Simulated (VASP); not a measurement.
Input of a VASP 6.6.1 run:

The input POSCAR:

```
ZrSe2
1.0
    3.7881123196      0.0000000000      0.0000000000
   -1.8940561598      3.2806015011      0.0000000000
    0.0000000000      0.0000000000      6.1800627021
Zr Se
1 2
Direct
    0.0000000000      0.0000000000      0.0000000000
    0.3333333333      0.6666666667      0.2538098226
    0.6666666667      0.3333333333      0.7461901774
```

The input INCAR.step1:

```
  PREC = Accurate
  ENCUT = 400
  EDIFF = 1E-5
  ISMEAR = 0
  SIGMA = 0.01
  LREAL = False
  LASPH = True
  NELM = 120
  ALGO = Normal
  ISIF = 2
  LWAVE = True
  LCHARG = False
  NBANDS = 19
  GGA = PE
  GGA_COMPAT = False
```

The input INCAR.step2:

```
  PREC = Accurate
  ENCUT = 400
  EDIFF = 1E-6
  ISMEAR = 0
  SIGMA = 0.01
  LREAL = False
  LASPH = True
  NELM = 120
  ALGO = Normal
  ISIF = 2
  LWAVE = False
  LCHARG = False
  GGA = PE
  LHFCALC = True
  AEXX = 1.0
  HFSCREEN = 0.1
  PRECFOCK = Normal
  NBANDS = 19
  ISTART = 1
  ALDAC = 1.0
  AGGAC = 1.0
  GGA_COMPAT = False
```

The input KPOINTS:

```
Automatic mesh
0
Gamma
  6 6 2
```

Potentials or basis: VASP PAW PBE potentials, release 64 (Zr_sv, Se).

The run is started by

```sh
$ cat potpaw_PBE.64/Zr_sv/POTCAR potpaw_PBE.64/Se/POTCAR > POTCAR
$ cp INCAR.step1 INCAR
$ mpirun -np 1 vasp_std > vasp.out
$ cp INCAR.step2 INCAR
$ mpirun -np 1 vasp_std > vasp.out
```

Q: Estimate the largest force.

A: 0.836 eV/Å.

Q: Predict the pressure.

A: -3.6 GPa.

Forces on the atoms (eV/Å):
```
Zr   0.000  0.000  0.000
Se   0.000  0.000 -0.836
Se   0.000  0.000  0.836
```

Caveat: the k points lie up to 0.51 Å⁻¹ apart; the PAW data sets were made with another functional, which shifts forces and pressure a little.
